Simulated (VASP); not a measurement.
Write the native input for VASP 6.6.1 that does the following.

```
Task                   : single point
Functional             : PBE
Potentials or basis    : VASP PAW PBE potentials, release 64 (Ag)
Cutoff                 : 500 eV
k mesh                 : 18 × 18 × 18
Occupations            : fermi-dirac, width 0.1 eV
Spin                   : no spin polarisation
Dipole correction      : no
Further INCAR settings : ALGO = Normal; EDIFF = 1e-06; NBANDS = 12
```

The structure of Ag lies in POSCAR:

```
Ag
1.0
    0.0000000000      1.9466812085      1.9466812085
    1.9466812085      0.0000000000      1.9466812085
    1.9466812085      1.9466812085      0.0000000000
Ag
1
Direct
    0.0000000000      0.0000000000      0.0000000000
```

These files were run (other wordings do the same):

INCAR

```
SYSTEM = Ag
PREC = Accurate
ENCUT = 500
EDIFF = 1E-6
ISMEAR = -1
SIGMA = 0.1
LREAL = .FALSE.
LASPH = .TRUE.
NELM = 120
ALGO = Normal
ISIF = 2
LWAVE = .FALSE.
LCHARG = .FALSE.
GGA = PE
NBANDS = 12
GGA_COMPAT = .FALSE.
```

KPOINTS

```
Automatic mesh
0
G
  18 18 18
  0 0 0
```

Potentials or basis: VASP PAW PBE potentials, release 64 (Ag).

Run with:

```sh
$ cat potpaw_PBE.64/Ag/POTCAR > POTCAR
$ mpirun -np 1 vasp_std > vasp.out
```

Results of the run:

| Quantity | Value |
| --- | --- |
| Pressure | 29.6 GPa |
| Band gap on the k mesh | zero (an odd number of electrons rules out a gap without spin polarisation) |

Caveat: the cell stands under pressure.

Wall time 10 s on 1 thread of Intel(R) Xeon(R) Platinum 8481C CPU @ 2.70GHz (Sapphire Rapids) (shared host), peak memory 0.15 GiB.
